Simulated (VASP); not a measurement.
Set up this calculation in VASP 6.6.1, as the native input.

```
Task                   : electric field gradients
Functional             : PBEsol
Potentials or basis    : VASP PAW PBE potentials, release 64 (Ti_sv, Te, Se)
Cutoff                 : 520 eV
k mesh                 : 15 × 15 × 6
Occupations            : fermi-dirac, width 0.15 eV
Spin                   : no spin polarisation
Dipole correction      : no
Further INCAR settings : ALGO = Normal; EDIFF = 1e-08; NBANDS = 26
```

The structure of Ti2TeSe lies in POSCAR:

```
Ti2TeSe
1.0
    3.5266387332      0.0000000000      0.0000000000
   -1.7633193666      3.0541587330      0.0000000000
    0.0000000000      0.0000000000      7.0600095638
Ti Te Se
2 1 1
Direct
    0.3333333333      0.6666666667      0.2831389034
    0.6666666667      0.3333333333      0.7168610966
    0.0000000000      0.0000000000      0.0000000000
    0.0000000000      0.0000000000      0.5000000000
```

The input as run:

INCAR

```
  ALGO = Normal
  EDIFF = 1E-8
  ENCUT = 520
  GGA = PS
  ISIF = 2
  ISMEAR = -1
  LASPH = True
  LCHARG = False
  LEFG = True
  LREAL = False
  LWAVE = False
  NBANDS = 26
  NELM = 60
  PREC = Accurate
  SIGMA = 0.15
```

KPOINTS

```
k-points
0
Gamma
  15 15 6
```

Potentials or basis: VASP PAW PBE potentials, release 64 (Ti_sv, Te, Se).

Run with:

```console
$ cat potpaw_PBE.64/Ti_sv/POTCAR potpaw_PBE.64/Te/POTCAR potpaw_PBE.64/Se/POTCAR > POTCAR
$ mpirun -np 1 vasp_std > vasp.out
```

Results of the run:

```json
{"Pressure": "0.2 GPa", "Largest force": "0.008 eV/Å", "Band gap on the k mesh": "zero (bands 18 and 19 overlap by 0.51 eV)", "Largest electric field gradient by atom": "Ti -1.9; Te +28.1; Se -6.9 V/Å²"}
```

Caveat: without QUAD_EFG the Cq values of the log hold for a quadrupole moment of 1 mb, not for the nuclei; the PAW data sets were made with another functional, which shifts forces and pressure a little; spin-orbit coupling is left out, which moves the levels of the heavy elements.

Run time: 9.1 min on 1 thread of Intel Xeon 8259CL (shared host), peak memory 0.42 GiB.
